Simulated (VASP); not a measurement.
# LiCl (Fm-3m) in VASP: further runs, part 2 of 2

VASP 6.6.1.

### 3 G0W0 quasiparticle levels, PBE

The input, POSCAR:

```
LiCl
1.0
    0.0000000000      2.5700000000      2.5700000000
    2.5700000000      0.0000000000      2.5700000000
    2.5700000000      2.5700000000      0.0000000000
Li Cl
1 1
Direct
    0.0000000000      0.0000000000      0.0000000000
    0.5000000000      0.5000000000      0.5000000000
```

The input, INCAR.step1:

```
  ALGO = Normal
  EDIFF = 1E-8
  ENCUT = 500
  GGA = PE
  ISMEAR = 0
  LASPH = True
  LCHARG = False
  LREAL = False
  LWAVE = True
  NELM = 60
  PREC = Accurate
  SIGMA = 0.01
```

The input, INCAR.step2:

```
  ALGO = Exact
  EDIFF = 1E-8
  ENCUT = 500
  GGA = PE
  ISMEAR = 0
  ISTART = 1
  LASPH = True
  LCHARG = False
  LOPTICS = True
  LREAL = False
  LWAVE = True
  NBANDS = 170
  NELM = 1
  PREC = Accurate
  SIGMA = 0.01
```

The input, INCAR.step3:

```
  ALGO = EVGW0
  EDIFF = 1E-8
  ENCUT = 500
  ENCUTGW = 113.3
  GGA = PE
  ISMEAR = 0
  ISTART = 1
  LASPH = True
  LCHARG = False
  LREAL = False
  LWAVE = False
  NBANDS = 170
  NBANDSGW = 12
  NELMGW = 1
  NOMEGA = 96
  OMEGAMAX = 30
  PREC = Accurate
  PRECFOCK = Fast
  SIGMA = 0.01
```

The input, KPOINTS:

```
k-points
0
Gamma
  2 2 2
```

Potentials or basis: VASP PAW PBE potentials, release 64 (Li_GW, Cl_GW).

Run with:

```sh
> cat potpaw_PBE.64/Li_GW/POTCAR potpaw_PBE.64/Cl_GW/POTCAR > POTCAR
> cp INCAR.step1 INCAR
> mpirun -np 1 vasp_std > vasp.out
> cp INCAR.step2 INCAR
> mpirun -np 1 vasp_std > vasp.out
> cp INCAR.step3 INCAR
> mpirun -np 1 vasp_std > vasp.out
```

OUTCAR:

```text
EDIFF = 1E-8
   ENCUT = 500
   ENCUTGW = 113.3
   GGA = PE
   ISMEAR = 0
   ISTART = 1
   LASPH = True
   LREAL = False
   NELMGW = 1
   PREC = Accurate
   PRECFOCK = Fast

 ion  position               nearest neighbor table
   1  0.000  0.000  0.000-   2 2.57   2 2.57   2 2.57   2 2.57   2 2.57   2 2.57
   2  0.500  0.500  0.500-   1 2.57   1 2.57   1 2.57   1 2.57   1 2.57   1 2.57

  LATTYP: Found a face centered cubic cell.
 ALAT       =     5.1400000000

  Lattice vectors:

 A1 = (   0.0000000000,   2.5700000000,   2.5700000000)
 A2 = (   2.5700000000,   0.0000000000,   2.5700000000)
 A3 = (   2.5700000000,   2.5700000000,   0.0000000000)

Analysis of symmetry for initial positions (statically):
=====================================================================
 Subroutine PRICEL returns:
 Original cell was already a primitive cell.

 Routine SETGRP: Setting up the symmetry group for a
 face centered cubic supercell.

 Subroutine GETGRP returns: Found 48 space group operations
 (whereof 48 operations were pure point group operations)
 out of a pool of 48 trial point group operations.

The static configuration has the point symmetry O_h .

Analysis of symmetry for dynamics (positions and initial velocities):
=====================================================================
 Subroutine PRICEL returns:
 Original cell was already a primitive cell.

[... 101 lines left out ...]
   EFERMI_NEDOS =   21; number of points for ismear=-14 and -15
   IALGO  =     38    algorithm
   IMIX   =      4    mixing-type and parameters
     AMIX     =   0.40;   BMIX     =  1.00
     AMIX_MAG =   1.60;   BMIX_MAG =  1.00
  volume/ion in A,a.u.               =      16.97       114.55
  Fermi-wavevector in a.u.,A,eV,Ry     =   1.011180  1.910853 13.911747  1.022485
  Thomas-Fermi vector in A             =   2.144214
   LORBIT       =      0    0 simple, 1 ext, 2 COOP (PROOUT), +10 PAW based schemes
   GGA     = PE    functional components
   LHFCALC =     T    Hartree Fock is set to
   PRECFOCK=fast      Normal, Fast or Accurate (Low or Medium for compatibility)
   ENCUT4O =  -1.0   cutoff for four orbital integrals eV
   NKREDX  =     1    reduce k-point grid by
   NKREDY  =     1    reduce k-point grid by
   NKREDZ  =     1    reduce k-point grid by
   AEXX    =    1.0000 exact exchange contribution
   HFSCREEN=    0.0000 screening length (either q_TF or 0.3 A-1)
   HFSCREENC=   0.0000 screening length for correlation (either q_TF or 0.3 A-1)
   ENCUTFOCK=  -1.0 apply spherical cutoff to Coloumb kernel
   IVDW    =     0    specifies the selected vdW correction
   LEPSILON=     F    determine dielectric tensor
   LRPA    =     F    only Hartree local field effects (RPA)
   LRPAFORCE           =     F    calculate RPA forces
   ENCUTGW             = 113.3    cutoff for response function in eV
   ENCUTGWSOFT         =  90.6    soft cutoff for Coulomb kernel in GW response function in eV
   ENCUTLF             =  -1.0    cutoff for local field effects
   NELMGW              =     1    number of iterations in solving QP/BSE equation
   NELMHF              =     1    number of iterations in the inner HF iteration
   NKREDLFX            =     1    NKREDLFY  =   1   NKREDLFZ  =   1
 non-spin polarized calculation
 Gauss-broadening in eV      SIGMA  =   0.01
  energy-cutoff  :      500.00
  volume of cell :       33.95
 maximum number of plane-waves:       869
 NGX is ok and might be reduce to    28
  NGX = 16; NGY = 16; NGZ = 16
   NGX = 13   NGY = 13   NGZ = 13
 maximum number of plane-waves:        92
 NGX is ok and might be reduce to    14

 QP shifts <psi_nk| G(iteration)W_0 |psi_nk>: iteration 1
 for sc-GW calculations column KS-energies equals QP-energies in previous step
 and V_xc(KS)=  KS-energies - (<T + V_ion + V_H > + <T+V_H+V_ion>^1  + <V_x>^1)

 k-point   1 :       0.0000    0.0000    0.0000
  band No.  KS-energies  QP-energies   sigma(KS)   V_xc(KS)     V^pw_x(r,r')   Z            occupation Imag(sigma)

      1     -14.1006     -15.5901     -16.8364     -14.7224     -24.0948       0.7046       2.0000       1.1295
      2      -0.7345      -2.4025     -16.8077     -14.7282     -19.4528       0.8021       2.0000       0.0711
      3      -0.7345      -2.4025     -16.8077     -14.7282     -19.4528       0.8021       2.0000       0.0711
      4      -0.7345      -2.4025     -16.8077     -14.7282     -19.4528       0.8021       2.0000       0.0711
      5       5.4562       6.0863      -7.6497      -8.4207      -3.5905       0.8173       0.0000      -0.0828
      6      10.9312      11.8864      -8.2401      -9.4153      -3.9956       0.8128       0.0000      -0.0954
      7      10.9312      11.8864      -8.2401      -9.4153      -3.9956       0.8128       0.0000      -0.0954
      8      10.9312      11.8864      -8.2401      -9.4153      -3.9956       0.8128       0.0000      -0.0954
      9      13.4732      14.7792      -9.3401     -10.9895      -4.7790       0.7918       0.0000      -0.1043
     10      13.4732      14.7792      -9.3401     -10.9895      -4.7790       0.7918       0.0000      -0.1043
     11      13.5390      14.2517      -6.2318      -7.1482      -1.3598       0.7777       0.0000      -0.1908
     12      13.5390      14.2517      -6.2318      -7.1482      -1.3598       0.7777       0.0000      -0.1908
[... 20 lines left out ...]
      1     -13.2722     -14.7087     -17.3671     -15.5267     -24.6501       0.7806       2.0000       1.3006
      2      -3.6608      -5.5711     -14.5386     -12.0638     -17.2456       0.7719       2.0000       0.0770
      3      -1.8522      -3.6125     -15.9063     -13.6520     -18.5727       0.7809       2.0000       0.0780
      4      -1.8522      -3.6125     -15.9063     -13.6520     -18.5727       0.7809       2.0000       0.0780
      5       6.9027       7.6516      -7.2824      -8.2055      -3.3371       0.8112       0.0000      -0.0832
      6       7.3956       7.9474      -7.3516      -8.0327      -3.3940       0.8101       0.0000      -0.0795
      7      11.6044      12.4628      -9.3682     -10.4830      -4.7632       0.7701       0.0000      -0.1374
      8      13.1816      14.0363      -7.5528      -8.6533      -2.7429       0.7766       0.0000      -0.1908
      9      13.1816      14.0363      -7.5528      -8.6533      -2.7429       0.7766       0.0000      -0.1908
     10      15.6882      17.2576     -10.1983     -12.2355      -5.2901       0.7704       0.0000      -0.1204
     11      17.1446      18.7973     -10.6160     -12.8006      -5.4191       0.7566       0.0000      -0.1404
     12      17.1446      18.7973     -10.6160     -12.8006      -5.4191       0.7566       0.0000      -0.1404
```

OUTCAR.step1:

```text
EDIFF = 1E-8
   ENCUT = 500
   GGA = PE
   ISMEAR = 0
   LASPH = True
[... 230 lines left out ...]
 -----------------------------------------------------------------------------------
      0.00000      0.00000      0.00000        -0.000000      0.000000     -0.000000
      2.57000      2.57000      2.57000         0.000000     -0.000000      0.000000
 -----------------------------------------------------------------------------------
    total drift:                                0.000000      0.000000      0.000000

  FREE ENERGIE OF THE ION-ELECTRON SYSTEM (eV)
  ---------------------------------------------------
  free  energy   TOTEN  =        -6.8421967257 eV

  energy  without entropy=       -6.8421967257  energy(sigma->0) =       -6.84219673
```

OUTCAR.step2:

```text
EDIFF = 1E-8
   ENCUT = 500
   GGA = PE
   ISMEAR = 0
[... 589 lines left out ...]
  --------------------------------------------------------------------------------------------------------------
     0.00000     4.68045     4.68045     4.68045     0.00000     0.00000     0.00000
     2.08338     4.94769     4.94769     4.94769     0.00000     0.00000     0.00000
     4.16675     6.16500     6.16500     6.16500     0.00000     0.00000     0.00000
     6.25013    10.99693    10.99693    10.99693     0.00000     0.00000     0.00000
     8.33350     7.17025     7.17025     7.17025     0.00000     0.00000     0.00000
    10.41688    -3.55220    -3.55220    -3.55220    -0.00000    -0.00000    -0.00000
[... 92 lines left out ...]
   204.17082     0.99098     0.99098     0.99098    -0.00000    -0.00000    -0.00000
   206.25420     0.99118     0.99118     0.99118    -0.00000    -0.00000    -0.00000
```

It took 13 s on 1 thread of Intel Xeon 6975P-C (Granite Rapids), shared host; peak memory 0.21 GiB.

Results:

| Item | Value |
| --- | --- |
| Quasiparticle gap | 8.49 eV |
| Least direct quasiparticle gap | 8.49 eV |
| Band gap of the starting levels on the mesh | 6.19 eV |
| Least direct gap of the starting levels on the mesh | 6.19 eV |

Caveat: the k points lie up to 1.06 Å⁻¹ apart; bands, screening cutoff and mesh are small and nothing is extrapolated, so the quasiparticle values aren't converged.
